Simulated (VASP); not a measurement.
Input of a VASP 6.6.1 run:

The input INCAR:

```
SYSTEM = CaB15N16
PREC = Accurate ; ENCUT = 520
EDIFF = 1E-6 ; ISMEAR = 0
SIGMA = 0.01 ; LREAL = Auto
LASPH = .TRUE. ; NELM = 200
ALGO = Normal ; ISIF = 2
LWAVE = .FALSE. ; LCHARG = .TRUE.
ISPIN = 2 ; MAGMOM = 0 0 0 0 0 0 0.01 0 0 0 0 0 0.01 0 0.01 0.11 0.28 0.06 0.06 0.01 0.04 0.28 0.01 0.01 0.01 0.27 0.06 0.06 0.04 0.06 0.04 0.06
LORBIT = 11 ; NUPDOWN = 2.0
GGA = PE ; LELF = .TRUE.
LVHAR = .TRUE. ; NBANDS = 94
NELECT = 134.0 ; GGA_COMPAT = .FALSE.
ISYM = -1
```

KPOINTS

```
explicit points
1
Reciprocal
  0.25000000   0.25000000   0.25000000 1
```

Contents of POSCAR:

```
CaB15N16
1.0
   -3.6241103844      3.6241103844     -3.6241103844
    3.6241103844      3.6241103844      3.6241103844
    3.6241103844     -3.6241103844     -3.6241103844
B Ca N
15 1 16
Direct
   -0.0102960518     -0.0074609297     -0.0111428991
    0.0008151515      0.2545018728      0.7636046656
    0.0074785685      0.5109555873      0.5016168764
   -0.0108451557      0.7366519646      0.2390861860
    0.2516739063     -0.0008229596      0.7641540503
    0.2516760622      0.5109571760      0.2574419472
    0.2516158035      0.7522437971      0.0039403285
    0.5141373830     -0.0007119151      0.5016056928
    0.5135977810      0.2545208164      0.2509098762
    0.5024699464      0.5053114173      0.0143977573
    0.4958478815      0.7551243561      0.7457886808
    0.7388540772     -0.0074740006      0.2396283576
    0.7492660027      0.2499216798     -0.0007267641
    0.7642963121      0.5052174802      0.7523031125
    0.7540138147      0.7523241911      0.5016205902
    0.2512867184      0.2187507285      0.5016924366
   -0.0719937696     -0.0682741762      0.1779518971
   -0.0032779739      0.2515332036      0.0086972252
    0.0135821371      0.5064184991      0.7565093704
   -0.0005297297      0.7577118072      0.5016291601
    0.2516417642     -0.0013065245      0.0106294545
    0.2516621861      0.2553864889      0.8253563537
    0.2516767014      0.5424719895      0.5016220987
    0.2516301388      0.7576880077      0.2493841397
    0.5038363639      0.0099026916      0.7538353707
    0.5749155462      0.2554055415      0.5015975896
    0.5065845153      0.5064799042      0.2635923489
    0.4896605628      0.7444642140     -0.0054534343
    0.7606440435     -0.0012434320      0.5016206312
    0.7586937098      0.2515289920      0.2467271980
    0.7426291358      0.4896958322     -0.0073975940
    0.7446073432      0.7445108216      0.7396566764
```

Potentials or basis: VASP PAW PBE potentials, release 64 (B, Ca_sv, N).

Launch:

```bash
$ cat potpaw_PBE.64/B/POTCAR potpaw_PBE.64/Ca_sv/POTCAR potpaw_PBE.64/N/POTCAR > POTCAR
$ mpirun -np 1 vasp_std > vasp.out
```

(1) Predict the largest force.

Answers

(1) 0.104 eV/Å.

Caveat: the cell carries a net charge on a neutralising background, which shifts energy and pressure; the total moment is fixed, so each spin has its own Fermi level and the state may be an excited one.
